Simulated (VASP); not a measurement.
Here is a VASP 6.6.1 calculation.

The input INCAR:

```
SYSTEM = Bi
  ALGO = Normal
  EDIFF = 1E-7
  ENCUT = 520
  ISIF = 2
  ISMEAR = 1
  LASPH = .TRUE.
  LCHARG = .TRUE.
  LELF = .TRUE.
  LREAL = .FALSE.
  LVHAR = .TRUE.
  LWAVE = .FALSE.
  NBANDS = 14
  NELM = 80
  PREC = Accurate
  SIGMA = 0.1
```

The input KPOINTS:

```
k-points
0
G
  6 6 6
  0 0 0
```

Contents of POSCAR:

```
Bi
1.0
   -4.2331752662      4.2331752662      1.4523495080
    4.2331752662     -4.2331752662      1.4523495080
    4.2331752662      4.2331752662     -1.4523495080
Bi
1
Direct
    0.0000000000      0.0000000000      0.0000000000
```

Potentials or basis: VASP PAW LDA potentials, release 64 (Bi_d).

Launch:

```sh
$ cat potpaw_LDA.64/Bi_d/POTCAR > POTCAR
$ mpirun -np 1 vasp_std > vasp.out
```

(1) Estimate the band gap on the k mesh.

(2) What does it give for the pressure?

## Answers

(1) zero (an odd number of electrons rules out a gap without spin polarisation).

(2) -0.1 GPa.

Caveat: the k points lie up to 0.38 Å⁻¹ apart, too coarse for converged energies and pressures of a metal; spin-orbit coupling is left out, which moves the levels of the heavy elements.
